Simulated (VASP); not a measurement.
# AlNi in VASP: single point with LDA

Aim: the single point of AlNi with LDA.

Program: VASP 6.6.1. These are calculated values, not measurements. Logs are shortened: lines on timing, memory, paths and dates and some standing lists are left out, and cuts for length are marked.

**1. The cell of the first run**

The cell holds a slab with vacuum, 6 atoms: a = 2.833 Å, b = 4.006 Å, c = 20.006 Å, α = 90.00°, β = 90.00°, γ = 90.00°.

**2. Single point, LDA**

Contents of POSCAR:

```
AlNi
1.0
    2.8328540745      0.0000000000      0.0000000000
    0.0000000000      4.0062606523      0.0000000000
    0.0000000000      0.0000000000     20.0063000000
Ni Al
3 3
Direct
    0.7500000000      0.2500000000      0.3998750231
    0.7500000000      0.7500000000      0.5000000000
    0.7500000000      0.2500000000      0.6001249769
    0.2500000000      0.7500000000      0.3998750231
    0.2500000000      0.2500000000      0.5000000000
    0.2500000000      0.7500000000      0.6001249769
```

Contents of INCAR.step1:

```
SYSTEM = AlNi
PREC = Accurate
ENCUT = 520
EDIFF = 1E-6
ISMEAR = -1
SIGMA = 0.1
LREAL = .FALSE.
LASPH = .TRUE.
NELM = 100
ALGO = Normal
ISIF = 2
LWAVE = .FALSE.
LCHARG = .TRUE.
LMAXMIX = 4
LDIPOL = .TRUE.
IDIPOL = 3
DIPOL = 0.5 0.5 0.500
GGA = CA
NBANDS = 28
```

Contents of KPOINTS.step1:

```
Automatic mesh
0
G
  13 9 1
  0 0 0
```

Contents of INCAR.step2:

```
SYSTEM = AlNi
PREC = Accurate
ENCUT = 520
EDIFF = 1E-6
ISMEAR = -5
SIGMA = 0.1
LREAL = .FALSE.
LASPH = .TRUE.
NELM = 100
ALGO = Normal
ISIF = 2
LWAVE = .FALSE.
LCHARG = .FALSE.
LMAXMIX = 4
LDIPOL = .TRUE.
IDIPOL = 3
DIPOL = 0.5 0.5 0.500
GGA = CA
LORBIT = 10
NBANDS = 28
NEDOS = 2001
ICHARG = 11
```

Contents of KPOINTS.step2:

```
Automatic mesh
0
G
  20 14 1
  0 0 0
```

Potentials or basis: VASP PAW LDA potentials, release 64 (Ni, Al).

Run with:

```
> cat potpaw_LDA.64/Ni/POTCAR potpaw_LDA.64/Al/POTCAR > POTCAR
> cp INCAR.step1 INCAR
> cp KPOINTS.step1 KPOINTS
> mpirun -np 1 vasp_std > vasp.out
> cp INCAR.step2 INCAR
> cp KPOINTS.step2 KPOINTS
> mpirun -np 1 vasp_std > vasp.out
```

OUTCAR:

```text
SYSTEM = AlNi
   PREC = Accurate
   ENCUT = 520
   EDIFF = 1E-6
   ISMEAR = -5
   LREAL = .FALSE.
   LASPH = .TRUE.
   NELM = 100
   ISIF = 2
   GGA = CA
   LORBIT = 10
   ICHARG = 11

 ion  position               nearest neighbor table
   1  0.750  0.250  0.400-   5 2.45   5 2.45   4 2.45   4 2.45   4 2.45   4 2.45   2 2.83   2 2.83

   2  0.750  0.750  0.500-   4 2.45   6 2.45   4 2.45   6 2.45   5 2.45   5 2.45   5 2.45   5 2.45
                             1 2.83   1 2.83   3 2.83   3 2.83
   3  0.750  0.250  0.600-   5 2.45   5 2.45   6 2.45   6 2.45   6 2.45   6 2.45   2 2.83   2 2.83

   4  0.250  0.750  0.400-   2 2.45   2 2.45   1 2.45   1 2.45   1 2.45   1 2.45   5 2.83   5 2.83

   5  0.250  0.250  0.500-   1 2.45   3 2.45   1 2.45   3 2.45   2 2.45   2 2.45   2 2.45   2 2.45
                             6 2.83   4 2.83   4 2.83   6 2.83
   6  0.250  0.750  0.600-   2 2.45   2 2.45   3 2.45   3 2.45   3 2.45   3 2.45   5 2.83   5 2.83

  LATTYP: Found a simple orthorhombic cell.
 ALAT       =     2.8328540745
 B/A-ratio  =     1.4142135623
 C/A-ratio  =     7.0622416382

  Lattice vectors:

 A1 = (   2.8328540745,   0.0000000000,   0.0000000000)
 A2 = (   0.0000000000,   4.0062606523,   0.0000000000)
 A3 = (   0.0000000000,   0.0000000000,  20.0063000000)

Analysis of symmetry for initial positions (statically):
=====================================================================
 Subroutine PRICEL returns:
 Original cell was already a primitive cell.

 Routine SETGRP: Setting up the symmetry group for a
 simple orthorhombic supercell.

 Subroutine GETGRP returns: Found  8 space group operations
 (whereof  2 operations were pure point group operations)
 out of a pool of  8 trial point group operations.

The static configuration has the point symmetry C_1h.
 The point group associated with its full space group is D_2h.

Analysis of symmetry for dynamics (positions and initial velocities):
=====================================================================
 Subroutine PRICEL returns:
 Original cell was already a primitive cell.

 Routine SETGRP: Setting up the symmetry group for a
 simple orthorhombic supercell.

 Subroutine GETGRP returns: Found  8 space group operations
 (whereof  2 operations were pure point group operations)
 out of a pool of  8 trial point group operations.

The dynamic configuration has the point symmetry C_1h.
 The point group associated with its full space group is D_2h.

 Subroutine INISYM returns: Found  8 space group operations
 (whereof  2 operations are pure point group operations),
 and found     1 'primitive' translations

----------------------------------------------------------------------------------------

                                     Primitive cell

  volume of cell :     227.0545

  direct lattice vectors                    reciprocal lattice vectors
     2.832854075  0.000000000  0.000000000     0.353000887  0.000000000  0.000000000
     0.000000000  4.006260652  0.000000000     0.000000000  0.249609321  0.000000000
     0.000000000  0.000000000 20.006300000     0.000000000  0.000000000  0.049984255

  length of vectors
     2.832854075  4.006260652 20.006300000     0.353000887  0.249609321  0.049984255

  position of ions in fractional coordinates (direct lattice)
     0.750000000  0.250000000  0.399875023
     0.750000000  0.750000000  0.500000000
     0.750000000  0.250000000  0.600124977
     0.250000000  0.750000000  0.399875023
     0.250000000  0.250000000  0.500000000
     0.250000000  0.750000000  0.600124977

  ion indices of the primitive-cell ions
   primitive index   ion index
                 1           1
                 2           2
                 3           3
                 4           4
                 5           5
                 6           6

----------------------------------------------------------------------------------------

 KPOINTS: Automatic mesh

Automatic generation of k-mesh.
 Grid dimensions read from file:
 generate k-points for:   20   14    1

 Generating k-lattice:

  Cartesian coordinates                     Fractional coordinates (reciprocal lattice)
     0.017650044  0.000000000  0.000000000     0.050000000  0.000000000  0.000000000
     0.000000000  0.017829237  0.000000000     0.000000000  0.071428571  0.000000000
     0.000000000  0.000000000  0.049984255     0.000000000  0.000000000  1.000000000

  Length of vectors
     0.017650044  0.017829237  0.049984255

  Shift w.r.t. Gamma in fractional coordinates (k-lattice)
     0.000000000  0.000000000  0.000000000

 TETIRR: Found    840 inequivalent tetrahedra from     1680

 Subroutine IBZKPT returns following result:
 ===========================================

 Found     88 irreducible k-points:

 Following reciprocal coordinates:
            Coordinates               Weight
  0.000000  0.000000  0.000000      1.000000
  0.050000  0.000000  0.000000      2.000000
  0.100000  0.000000  0.000000      2.000000
  0.150000  0.000000  0.000000      2.000000
  0.200000  0.000000  0.000000      2.000000
  0.250000  0.000000  0.000000      2.000000
[... 16 lines left out ...]
  0.000000  0.142857  0.000000      2.000000
  0.050000  0.142857  0.000000      4.000000
 [... further k-points ...]
   k-points           NKPTS =     88   k-points in BZ     NKDIM =     88   number of bands    NBANDS=     28
   number of dos      NEDOS =   2001   number of ions     NIONS =      6
   total plane-waves  NPLWV = 108000
   dimension x,y,z NGX =    24 NGY =   30 NGZ =  150
   dimension x,y,z NGXF=    48 NGYF=   60 NGZF=  300
   ions per type =               3   3
   NGX,Y,Z   is equivalent  to a cutoff of  14.08, 12.45, 12.46 a.u.
   NGXF,Y,Z  is equivalent  to a cutoff of  28.17, 24.90, 24.93 a.u.
 SYSTEM =  AlNi
   PREC   = accura    normal or accurate (medium, high low for compatibility)
   ISTART =      0    job   : 0-new  1-cont  2-samecut
   ICHARG =     11    charge: 1-file 2-atom 10-const
   ISPIN  =      1    spin polarized calculation?
   LNONCOLLINEAR =      F non collinear calculations
   LSORBIT =      F    spin-orbit coupling
   LASPH  =      T    aspherical Exc in radial PAW
   ENCUT  =  520.0 eV  38.22 Ry    6.18 a.u.   5.27  7.45 37.20*2*pi/ulx,y,z
   NELM   =    100;   NELMIN=  2; NELMDL=  0     # of ELM steps
   EDIFF  = 0.1E-05   stopping-criterion for ELM
   LREAL  =      F    real-space projection
   EDIFFG = 0.1E-04   stopping-criterion for IOM
   NSW    =      0    number of steps for IOM
   IBRION =     -1    ionic relax: 0-MD 1-quasi-New 2-CG
   NFREE  =      0    steps in history (QN), initial steepest desc. (CG)
   ISIF   =      2    stress and relaxation
   ISYM   =      2    0-nonsym 1-usesym 2-fastsym
   POTIM  = 0.5000    time-step for ionic-motion
   TEBEG  =    0.0;   TEEND  =   0.0 temperature during run
   PSTRESS=    0.0 pullay stress
   NELECT =      39.0000    total number of electrons
   NUPDOWN=      -1.0000    fix difference up-down
   EMIN   =  10.00;   EMAX   =-10.00  energy-range for DOS
   EFERMI =   0.00;   METHOD = LEGACY
   ISMEAR =    -5;   SIGMA  =   0.10  broadening in eV -4-tet -1-fermi 0-gaus
   EFERMI_NEDOS =   21; number of points for ismear=-14 and -15
   IALGO  =     38    algorithm
   IMIX   =      4    mixing-type and parameters
     AMIX     =   0.40;   BMIX     =  1.00
     AMIX_MAG =   1.60;   BMIX_MAG =  1.00
  volume/ion in A,a.u.               =      37.84       255.37
  Fermi-wavevector in a.u.,A,eV,Ry     =   0.910024  1.719697 11.267585  0.828144
  Thomas-Fermi vector in A             =   2.034138
   LORBIT       =     10    0 simple, 1 ext, 2 COOP (PROOUT), +10 PAW based schemes
   GGA     = CA    functional components
   LHFCALC =     F    Hartree Fock is set to
   AEXX    =    0.0000 exact exchange contribution
   IVDW    =     0    specifies the selected vdW correction
   LEPSILON=     F    determine dielectric tensor
   LRPA    =     F    only Hartree local field effects (RPA)
 non-spin polarized calculation
 Fermi weights with tetrahedron method with Bloechl corrections
  energy-cutoff  :      520.00
  volume of cell :      227.05
 maximum number of plane-waves:      6154
 NGX is ok and might be reduce to    24

 number of electron      38.9999955 magnetization

 dipolmoment           0.000000      0.000000      0.000000 electrons x Angstroem

 Free energy of the ion-electron system (eV)
  ---------------------------------------------------
  ext. energy  EPLUGINS =         0.00000000
  ---------------------------------------------------
  free energy    TOTEN  =       -33.75306946 eV

  energy without entropy =      -33.75306946  energy(sigma->0) =      -33.75306946

 E-fermi :  -0.4192     XC(G=0):  -4.8292

 val. band max:       -0.4294700427   @ k =   0.4500   0.1429   0.0000
 cond. band min:      -0.4706980504   @ k =   0.0500   0.2143   0.0000
 fundamental gap:     -0.0412280077
 Fermi energy:        -0.4191623273

 k-point     1 :       0.0000    0.0000    0.0000
  band No.  band energies     occupation
      1     -10.9379      2.00000
      2      -8.6834      2.00000
      3      -6.1687      2.00000
      4      -4.1381      2.00000
      5      -3.7067      2.00000
      6      -3.3957      2.00000
[... 20 lines left out ...]
     27       4.8013      0.00000
     28       5.6160      0.00000

 k-point     2 :       0.0500    0.0000    0.0000
  band No.  band energies     occupation
      1     -10.8912      2.00000
      2      -8.6399      2.00000
      3      -6.1336      2.00000
      4      -4.1050      2.00000
      5      -3.6970      2.00000
      6      -3.4310      2.00000
[... 20 lines left out ...]
     27       4.8418      0.00000
     28       5.4214      0.00000

 k-point     3 :       0.1000    0.0000    0.0000
  band No.  band energies     occupation
      1     -10.7512      2.00000
      2      -8.5100      2.00000
      3      -6.0299      2.00000
      4      -4.0121      2.00000
      5      -3.6688      2.00000
      6      -3.5257      2.00000
[... 20 lines left out ...]
     27       4.4834      0.00000
     28       4.9888      0.00000

 k-point     4 :       0.1500    0.0000    0.0000
  band No.  band energies     occupation
      1     -10.5193      2.00000
      2      -8.2961      2.00000
      3      -5.8627      2.00000
      4      -3.8875      2.00000
      5      -3.6555      2.00000
      6      -3.6247      2.00000
[... 578 lines left out ...]
     27       5.3673      0.00000
     28       5.4016      0.00000

 k-point    23 :       0.0000    0.1429    0.0000
  band No.  band energies     occupation
      1     -10.7461      2.00000
      2      -8.4993      2.00000
      3      -6.0992      2.00000
      4      -4.8139      2.00000
      5      -4.0363      2.00000
      6      -3.5104      2.00000
[... 20 lines left out ...]
     27       5.0037      0.00000
     28       5.7944      0.00000

 k-point    24 :       0.0500    0.1429    0.0000
  band No.  band energies     occupation
      1     -10.6996      2.00000
      2      -8.4563      2.00000
      3      -6.0675      2.00000
      4      -4.7779      2.00000
      5      -4.0192      2.00000
      6      -3.5103      2.00000
[... 20 lines left out ...]
     27       5.0482      0.00000
     28       5.8325      0.00000

 [... further k-points ...]

------------------------ aborting loop because EDIFF is reached ----------------------------------------

 vacuum level on the upper side and lower side of the slab       (xc-potential included)        -0.147        -0.147

  FORCE on cell =-STRESS in cart. coord.  units (eV):
  Direction    XX          YY          ZZ          XY          YZ          ZX
  --------------------------------------------------------------------------------------
  -------------------------------------------------------------------------------------
  Total       -3.9116354     -2.7692009      0.1606917      0.0000000      0.0000000      0.0000000
  in kB      -27.6018867    -19.5404639      1.1338978      0.0000000      0.0000000      0.0000000
  external PRESSURE =     -15.3361510 kB  Pullay stress =       0.0000000 kB

 VOLUME and BASIS-vectors are now :
 -----------------------------------------------------------------------------
  energy-cutoff  :      520.00
  volume of cell :      227.05
      direct lattice vectors                 reciprocal lattice vectors
     2.832854075  0.000000000  0.000000000     0.353000887  0.000000000  0.000000000
     0.000000000  4.006260652  0.000000000     0.000000000  0.249609321  0.000000000
     0.000000000  0.000000000 20.006300000     0.000000000  0.000000000  0.049984255

 POSITION                                       TOTAL-FORCE (eV/Angst)
 -----------------------------------------------------------------------------------
      2.12464      1.00157      8.00002        -0.000000      0.000000      0.843681
      2.12464      3.00470     10.00315         0.000000     -0.000000      0.000000
      2.12464      1.00157     12.00628        -0.000000      0.000000     -0.843681
      0.70821      3.00470      8.00002         0.000000     -0.000000     -0.590717
      0.70821      1.00157     10.00315         0.000000     -0.000000      0.000000
      0.70821      3.00470     12.00628         0.000000     -0.000000      0.590717
 -----------------------------------------------------------------------------------
    total drift:                                0.000000      0.000000      0.000000

  FREE ENERGIE OF THE ION-ELECTRON SYSTEM (eV)
  ---------------------------------------------------
  free  energy   TOTEN  =       -33.7530694576 eV

  energy  without entropy=      -33.7530694576  energy(sigma->0) =      -33.75306946

 vacuum level on the upper side and lower side of the slab         4.577         4.577

 total charge

# of ion       s       p       d       tot
------------------------------------------
    1        0.483   0.434   8.470   9.387
    2        0.515   0.544   8.509   9.568
    3        0.483   0.434   8.470   9.387
    4        0.424   0.388   0.000   0.812
    5        0.399   0.429   0.000   0.828
    6        0.424   0.388   0.000   0.812
--------------------------------------------------
tot          2.729   2.616  25.449  30.794
```

It took 6.5 min on 1 thread of Intel Xeon Platinum 8488C (Sapphire Rapids), shared host; peak memory 0.55 GiB.

Results:

```yaml
Valence_electrons_inside_the_program's_atomic_spheres: Ni 9.39, 9.57 (each value once); Al 0.81, 0.83 (each value once)
```

Spin polarisation is off, so any magnetic state and its effect on volume and gap are missing.
